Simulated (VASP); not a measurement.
# TiAl2 (Pmma) in VASP: single point with PBEsol

Aim: the single point of TiAl2 with PBEsol.

Everything below comes from runs of VASP 6.6.1. Logs are shortened: lines on timing, memory, paths and dates and some standing lists are left out, and cuts for length are marked.

## (1) The cell of the first run

Symmetry: Pmma, No. 51, orthorhombic system. Conventional cell: a = 3.901 Å, b = 3.972 Å, c = 14.053 Å, α = 90.00°, β = 90.00°, γ = 90.00°. Within 3.6 Å of Ti (site symmetry mm2) lie 10 Al at 2.71 to 2.86 Å and 2 Ti at 2.99 Å. Within 3.6 Å of Ti (site symmetry mm2) lie 8 Al at 2.71 to 2.79 Å. Al (site symmetry mm2) has 4 Ti at 2.71 Å and 8 Al at 2.78 to 2.88 Å within 3.6 Å. Within 3.6 Å of Al (site symmetry mm2) lie 6 Al at 2.69 to 2.88 Å and 6 Ti at 2.79 to 2.86 Å. Within 3.7 Å of Al (site symmetry mm2) lie 4 Ti at 2.79 Å and 4 Al at 2.85 to 2.88 Å. Al (site symmetry mm2) has 4 Ti at 2.74 Å and 8 Al at 2.78 to 2.85 Å within 3.6 Å.

## (2) Single point, PBEsol (the distance across one plane changed)

File INCAR:

```
  PREC = Accurate
  ENCUT = 520
  EDIFF = 1E-6
  ISMEAR = 0
  SIGMA = 0.15
  LREAL = F
  LASPH = T
  NELM = 80
  ALGO = Fast
  ISIF = 2
  LWAVE = F
  LCHARG = T
  GGA = PS
  LELF = T
  LVHAR = T
  NBANDS = 48
```

File KPOINTS:

```
regular mesh
0
Gamma
  12 12 4
```

File POSCAR:

```
TiAl2
1.0
   -3.9006678793      0.0000000000      0.0000000000
    0.0000000000      0.0000000000     -3.9724249782
    0.0000000000    -14.0525533426      0.0000000000
Ti Al
4 8
Direct
    0.0000000000      0.0000000000      0.3484055804
    0.5000000000      0.0000000000      0.7772441355
    0.0000000000      0.0000000000      0.0804329748
    0.5000000000      0.0000000000      0.5092715299
    1.0000000000      0.0000000000      0.6432578327
    0.5000000000      0.0000000000      0.2144192776
    0.0000000000      0.5000000000      0.4949622339
    0.5000000000      0.5000000000      0.0661236788
    0.0000000000      0.5000000000      0.7915534315
    0.5000000000      0.5000000000      0.3627148763
    0.0000000000      0.5000000000      0.2144192776
    0.5000000000      0.5000000000      0.6432578327
```

Potentials or basis: VASP PAW PBE potentials, release 64 (Ti_sv, Al).

Started as:

```
> cat potpaw_PBE.64/Ti_sv/POTCAR potpaw_PBE.64/Al/POTCAR > POTCAR
> mpirun -np 1 vasp_std > vasp.out
```

OUTCAR:

```text
PREC = Accurate
   ENCUT = 520
   EDIFF = 1E-6
   ISMEAR = 0
   LREAL = F
   LASPH = T
   NELM = 80
   ISIF = 2
   GGA = PS

 ion  position               nearest neighbor table
   1  0.000  0.000  0.348-   6 2.71   6 2.71  11 2.74  11 2.74  10 2.79  10 2.79  10 2.79  10 2.79
                             7 2.86   7 2.86
   2  0.500  0.000  0.777-   5 2.71   5 2.71  12 2.74  12 2.74   9 2.79   9 2.79   9 2.79   9 2.79

   3  0.000  0.000  0.080-   6 2.71   6 2.71  11 2.74  11 2.74   8 2.79   8 2.79   8 2.79   8 2.79

   4  0.500  0.000  0.509-   5 2.71   5 2.71  12 2.74  12 2.74   7 2.79   7 2.79   7 2.79   7 2.79
                            10 2.86  10 2.86
   5  0.000  0.000  0.643-   2 2.71   2 2.71   4 2.71   4 2.71  12 2.78  12 2.78  12 2.78  12 2.78
                             9 2.88   9 2.88   7 2.88   7 2.88
   6  0.500  0.000  0.214-   1 2.71   1 2.71   3 2.71   3 2.71  11 2.78  11 2.78  11 2.78  11 2.78
                            10 2.88  10 2.88   8 2.88   8 2.88
   7  0.000  0.500  0.495-  10 2.69  10 2.69   4 2.79   4 2.79   4 2.79   4 2.79  12 2.85  12 2.85
                             1 2.86   1 2.86   5 2.88   5 2.88
   8  0.500  0.500  0.066-   3 2.79   3 2.79   3 2.79   3 2.79  11 2.85  11 2.85   6 2.88   6 2.88

   9  0.000  0.500  0.792-   2 2.79   2 2.79   2 2.79   2 2.79  12 2.85  12 2.85   5 2.88   5 2.88

  10  0.500  0.500  0.363-   7 2.69   7 2.69   1 2.79   1 2.79   1 2.79   1 2.79  11 2.85  11 2.85
                             4 2.86   4 2.86   6 2.88   6 2.88
  11  0.000  0.500  0.214-   1 2.74   1 2.74   3 2.74   3 2.74   6 2.78   6 2.78   6 2.78   6 2.78
                            10 2.85  10 2.85   8 2.85   8 2.85
  12  0.500  0.500  0.643-   2 2.74   2 2.74   4 2.74   4 2.74   5 2.78   5 2.78   5 2.78   5 2.78
                             9 2.85   9 2.85   7 2.85   7 2.85

  LATTYP: Found a simple orthorhombic cell.
 ALAT       =     3.9006678793
 B/A-ratio  =     1.0183961058
 C/A-ratio  =     3.6026018563

  Lattice vectors:

 A1 = (  -3.9006678793,   0.0000000000,   0.0000000000)
 A2 = (   0.0000000000,   0.0000000000,  -3.9724249782)
 A3 = (   0.0000000000, -14.0525533426,   0.0000000000)

Analysis of symmetry for initial positions (statically):
=====================================================================
 Subroutine PRICEL returns:
 Original cell was already a primitive cell.

 Routine SETGRP: Setting up the symmetry group for a
 simple orthorhombic supercell.

 Subroutine GETGRP returns: Found  8 space group operations
 (whereof  4 operations were pure point group operations)
 out of a pool of  8 trial point group operations.

The static configuration has the point symmetry C_2v.
 The point group associated with its full space group is D_2h.

Analysis of symmetry for dynamics (positions and initial velocities):
=====================================================================
 Subroutine PRICEL returns:
 Original cell was already a primitive cell.

 Routine SETGRP: Setting up the symmetry group for a
 simple orthorhombic supercell.

 Subroutine GETGRP returns: Found  8 space group operations
 (whereof  4 operations were pure point group operations)
 out of a pool of  8 trial point group operations.

The dynamic configuration has the point symmetry C_2v.
 The point group associated with its full space group is D_2h.

 Subroutine INISYM returns: Found  8 space group operations
 (whereof  4 operations are pure point group operations),
 and found     1 'primitive' translations

----------------------------------------------------------------------------------------

                                     Primitive cell

  volume of cell :     217.7459

  direct lattice vectors                    reciprocal lattice vectors
    -3.900667879  0.000000000  0.000000000    -0.256366353  0.000000000  0.000000000
     0.000000000  0.000000000 -3.972424978     0.000000000  0.000000000 -0.251735402
     0.000000000-14.052553343  0.000000000     0.000000000 -0.071161445  0.000000000

  length of vectors
     3.900667879  3.972424978 14.052553343     0.256366353  0.251735402  0.071161445

  position of ions in fractional coordinates (direct lattice)
     0.000000000  0.000000000  0.348405580
     0.500000000  0.000000000  0.777244135
     0.000000000  0.000000000  0.080432975
     0.500000000  0.000000000  0.509271530
     0.000000000  0.000000000  0.643257833
     0.500000000  0.000000000  0.214419278
     0.000000000  0.500000000  0.494962234
     0.500000000  0.500000000  0.066123679
     0.000000000  0.500000000  0.791553431
     0.500000000  0.500000000  0.362714876
     0.000000000  0.500000000  0.214419278
     0.500000000  0.500000000  0.643257833

  ion indices of the primitive-cell ions
   primitive index   ion index
                 1           1
                 2           2
                 3           3
                 4           4
                 5           5
                 6           6
                 7           7
                 8           8
                 9           9
                10          10
                11          11
                12          12

----------------------------------------------------------------------------------------

 KPOINTS: regular mesh

Automatic generation of k-mesh.
 Grid dimensions read from file:
 generate k-points for:   12   12    4

 Generating k-lattice:

  Cartesian coordinates                     Fractional coordinates (reciprocal lattice)
    -0.021363863  0.000000000  0.000000000     0.083333333  0.000000000  0.000000000
     0.000000000  0.000000000 -0.020977950     0.000000000  0.083333333  0.000000000
     0.000000000 -0.017790361  0.000000000     0.000000000  0.000000000  0.250000000

  Length of vectors
     0.021363863  0.020977950  0.017790361

  Shift w.r.t. Gamma in fractional coordinates (k-lattice)
     0.000000000  0.000000000  0.000000000

 Subroutine IBZKPT returns following result:
 ===========================================

 Found    147 irreducible k-points:

 Following reciprocal coordinates:
            Coordinates               Weight
  0.000000  0.000000  0.000000      1.000000
  0.083333  0.000000  0.000000      2.000000
  0.166667  0.000000  0.000000      2.000000
  0.250000  0.000000  0.000000      2.000000
  0.333333  0.000000  0.000000      2.000000
  0.416667  0.000000  0.000000      2.000000
[... 16 lines left out ...]
  0.083333  0.250000  0.000000      4.000000
  0.166667  0.250000  0.000000      4.000000
 [... further k-points ...]
   k-points           NKPTS =    147   k-points in BZ     NKDIM =    147   number of bands    NBANDS=     48
   number of dos      NEDOS =    301   number of ions     NIONS =     12
   total plane-waves  NPLWV =  97200
   dimension x,y,z NGX =    30 NGY =   30 NGZ =  108
   dimension x,y,z NGXF=    60 NGYF=   60 NGZF=  216
   ions per type =               4   8
   NGX,Y,Z   is equivalent  to a cutoff of  12.79, 12.55, 12.78 a.u.
   NGXF,Y,Z  is equivalent  to a cutoff of  25.57, 25.11, 25.55 a.u.
 SYSTEM =  unknown system
   PREC   = accura    normal or accurate (medium, high low for compatibility)
   ISTART =      0    job   : 0-new  1-cont  2-samecut
   ICHARG =      2    charge: 1-file 2-atom 10-const
   ISPIN  =      1    spin polarized calculation?
   LNONCOLLINEAR =      F non collinear calculations
   LSORBIT =      F    spin-orbit coupling
   LASPH  =      T    aspherical Exc in radial PAW
   ENCUT  =  520.0 eV  38.22 Ry    6.18 a.u.   7.25  7.39 26.13*2*pi/ulx,y,z
   NELM   =     80;   NELMIN=  2; NELMDL= -5     # of ELM steps
   EDIFF  = 0.1E-05   stopping-criterion for ELM
   LREAL  =      F    real-space projection
   EDIFFG = 0.1E-04   stopping-criterion for IOM
   NSW    =      0    number of steps for IOM
   IBRION =     -1    ionic relax: 0-MD 1-quasi-New 2-CG
   NFREE  =      0    steps in history (QN), initial steepest desc. (CG)
   ISIF   =      2    stress and relaxation
   ISYM   =      2    0-nonsym 1-usesym 2-fastsym
   POTIM  = 0.5000    time-step for ionic-motion
   TEBEG  =    0.0;   TEEND  =   0.0 temperature during run
   PSTRESS=    0.0 pullay stress
   NELECT =      72.0000    total number of electrons
   NUPDOWN=      -1.0000    fix difference up-down
   EMIN   =  10.00;   EMAX   =-10.00  energy-range for DOS
   EFERMI =   0.00;   METHOD = LEGACY
   ISMEAR =     0;   SIGMA  =   0.15  broadening in eV -4-tet -1-fermi 0-gaus
   EFERMI_NEDOS =   21; number of points for ismear=-14 and -15
   IALGO  =     68    algorithm
   IMIX   =      4    mixing-type and parameters
     AMIX     =   0.40;   BMIX     =  1.00
     AMIX_MAG =   1.60;   BMIX_MAG =  1.00
  volume/ion in A,a.u.               =      18.15       122.45
  Fermi-wavevector in a.u.,A,eV,Ry     =   1.132059  2.139281 17.436646  1.281557
  Thomas-Fermi vector in A             =   2.268759
   LORBIT       =      0    0 simple, 1 ext, 2 COOP (PROOUT), +10 PAW based schemes
   GGA     = PS    functional components
   LHFCALC =     F    Hartree Fock is set to
   AEXX    =    0.0000 exact exchange contribution
   IVDW    =     0    specifies the selected vdW correction
   LEPSILON=     F    determine dielectric tensor
   LRPA    =     F    only Hartree local field effects (RPA)
 non-spin polarized calculation
 RMM-DIIS sequential band-by-band and
 Gauss-broadening in eV      SIGMA  =   0.15
  energy-cutoff  :      520.00
  volume of cell :      217.75
 maximum number of plane-waves:      5944
 NGX is ok and might be reduce to    30
   NGX = 15   NGY = 15   NGZ = 53

 number of electron      71.9999991 magnetization

 Free energy of the ion-electron system (eV)
  ---------------------------------------------------
  ext. energy  EPLUGINS =         0.00000000
  ---------------------------------------------------
  free energy    TOTEN  =       -68.36540803 eV

  energy without entropy =      -68.29764599  energy(sigma->0) =      -68.33152701

 E-fermi :   6.9184     XC(G=0): -10.2192

 val. band max:        6.9171821563   @ k =   0.0000   0.2500   0.0000
 cond. band min:       6.9237320580   @ k =   0.1667   0.5000   0.2500
 fundamental gap:      0.0065499018
 Fermi energy:         6.9184308936

 k-point     1 :       0.0000    0.0000    0.0000
  band No.  band energies     occupation
      1     -49.7579      2.00000
      2     -49.7579      2.00000
      3     -49.5453      2.00000
      4     -49.5150      2.00000
      5     -26.2873      2.00000
      6     -26.2862      2.00000
[... 40 lines left out ...]
     47       8.6826      0.00000
     48       8.8394      0.00000

 k-point     2 :       0.0833    0.0000    0.0000
  band No.  band energies     occupation
      1     -49.7578      2.00000
      2     -49.7578      2.00000
      3     -49.5447      2.00000
      4     -49.5155      2.00000
      5     -26.2871      2.00000
      6     -26.2861      2.00000
[... 40 lines left out ...]
     47       8.6327      0.00000
     48       8.9028      0.00000

 k-point     3 :       0.1667    0.0000    0.0000
  band No.  band energies     occupation
      1     -49.7577      2.00000
      2     -49.7576      2.00000
      3     -49.5430      2.00000
      4     -49.5168      2.00000
      5     -26.2868      2.00000
      6     -26.2858      2.00000
[... 1060 lines left out ...]
     47       8.6524      0.00000
     48       9.2186      0.00000

 k-point    24 :       0.1667    0.2500    0.0000
  band No.  band energies     occupation
      1     -49.7573      2.00000
      2     -49.7573      2.00000
      3     -49.5426      2.00000
      4     -49.5165      2.00000
      5     -26.2860      2.00000
      6     -26.2851      2.00000
[... 40 lines left out ...]
     47       8.6517      0.00000
     48       8.9123      0.00000

 [... further k-points ...]

------------------------ aborting loop because EDIFF is reached ----------------------------------------

  FORCE on cell =-STRESS in cart. coord.  units (eV):
  Direction    XX          YY          ZZ          XY          YZ          ZX
  --------------------------------------------------------------------------------------
  -------------------------------------------------------------------------------------
  Total       -3.2648548     -3.8058060     -3.9986203      0.0000000      0.0000000      0.0000000
  in kB      -24.0228503    -28.0031772    -29.4219077      0.0000000      0.0000000      0.0000000
  external PRESSURE =     -27.1493117 kB  Pullay stress =       0.0000000 kB

 VOLUME and BASIS-vectors are now :
 -----------------------------------------------------------------------------
  energy-cutoff  :      520.00
  volume of cell :      217.75
      direct lattice vectors                 reciprocal lattice vectors
    -3.900667879  0.000000000  0.000000000    -0.256366353  0.000000000  0.000000000
     0.000000000  0.000000000 -3.972424978     0.000000000  0.000000000 -0.251735402
     0.000000000-14.052553343  0.000000000     0.000000000 -0.071161445  0.000000000

 POSITION                                       TOTAL-FORCE (eV/Angst)
 -----------------------------------------------------------------------------------
      0.00000     -4.89599      0.00000         0.000000     -0.085735      0.000000
     -1.95033    -10.92226      0.00000         0.000000      0.109294      0.000000
      0.00000     -1.13029      0.00000         0.000000     -0.109294      0.000000
     -1.95033     -7.15657      0.00000         0.000000      0.085735      0.000000
      0.00000     -9.03942      0.00000         0.000000     -0.241299      0.000000
     -1.95033     -3.01314      0.00000         0.000000      0.241299      0.000000
      0.00000     -6.95548     -1.98621         0.000000     -0.049405      0.000000
     -1.95033     -0.92921     -1.98621         0.000000      0.390203      0.000000
      0.00000    -11.12335     -1.98621         0.000000     -0.390203      0.000000
     -1.95033     -5.09707     -1.98621         0.000000      0.049405      0.000000
      0.00000     -3.01314     -1.98621         0.000000      0.260003      0.000000
     -1.95033     -9.03942     -1.98621         0.000000     -0.260003      0.000000
 -----------------------------------------------------------------------------------
    total drift:                               -0.000000      0.000005      0.000000

  FREE ENERGIE OF THE ION-ELECTRON SYSTEM (eV)
  ---------------------------------------------------
  free  energy   TOTEN  =       -68.3654080340 eV

  energy  without entropy=      -68.2976459872  energy(sigma->0) =      -68.33152701
```

It took 73 min on 1 thread of Oxide Virtual Turin-like, shared host; peak memory 1.1 GiB.

What came out:

```yaml
Free_energy: -68.3654 eV
Pressure: -2.7 GPa
Largest_force: 0.390 eV/Å
Band_gap_on_the_k_mesh: zero (bands 36 and 37 overlap by 0.72 eV)
```

Forces on the atoms (eV/Å):
```
Ti   0.000 -0.086  0.000
Ti   0.000  0.109  0.000
Ti   0.000 -0.109  0.000
Ti   0.000  0.086  0.000
Al   0.000 -0.241  0.000
Al   0.000  0.241  0.000
Al   0.000 -0.049  0.000
Al   0.000  0.390  0.000
Al   0.000 -0.390  0.000
Al   0.000  0.049  0.000
Al   0.000  0.260  0.000
Al   0.000 -0.260  0.000
```

Caveat: the cell differs from its parent crystal (the distance across one plane changed); the PAW data sets were made with another functional, which shifts forces and pressure a little.
